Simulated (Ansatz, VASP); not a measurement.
**One calculation of ZnSe, two programs**

INCAR

```
PREC = Accurate
ENCUT = 520
EDIFF = 1E-7
ISMEAR = 0
SIGMA = 0.02
LREAL = F
LASPH = T
NELM = 60
ALGO = Normal
ISIF = 2
LWAVE = F
LCHARG = F
GGA = PS
NBANDS = 16
```

KPOINTS

```
Automatic mesh
0
Gamma
  8 8 8
```

The input POSCAR:

```
ZnSe
1.0
    0.0000000000      2.8338000000      2.8338000000
    2.8338000000      0.0000000000      2.8338000000
    2.8338000000      2.8338000000      0.0000000000
Zn Se
1 1
Direct
    0.0000000000      0.0000000000      0.0000000000
    0.7500000000      0.7500000000      0.7500000000
```

Input for Ansatz:

```yaml
crystal:
  lattice:
    - [0.0, 2.8338, 2.8338]
    - [2.8338, 0.0, 2.8338]
    - [2.8338, 2.8338, 0.0]
  atoms:
    - { symbol: Zn, position: [0.0, 0.0, 0.0] }
    - { symbol: Se, position: [0.75, 0.75, 0.75] }
basis:
  ecutwfc: 420
kpoints:
  mp_grid: { grid: [8, 8, 8] }
hamiltonian:
  xc: pbesol
scf:
  occupations: { method: gaussian, width: 0.02 }
output:
  forces: true
  stress: true
  eigenvalues: true
  populations: true
```

Alike in both runs: task single point; functional PBEsol; k mesh 8 × 8 × 8; occupations gaussian, width 0.02 eV; no spin polarisation.

|  | VASP | Ansatz |
| --- | --- | --- |
| version | VASP 6.6.1 | Ansatz 0.2.0 |
| potentials or method | VASP PAW PBE potentials, release 64 (Zn, Se), cutoff 520 eV | scalar-relativistic, plane waves, PAW |
| valence electrons in the cell | 18 | 28 |

Ansatz gave:

```
gap on the k mesh at the Fermi level (eV) : 1.17
least direct gap on the mesh (eV)         : 1.17
pressure (GPa)                            : -1.1
```

Q: Which values does VASP return?

A: gap on the k mesh at the Fermi level (eV): 1.17; least direct gap on the mesh (eV): 1.17; pressure (GPa): -0.9.

VASP's potentials were made for PBE, not for PBEsol. VASP's potentials hold 18 valence electrons a cell and Ansatz's 28, so a difference there can come from the potentials and not from the codes.
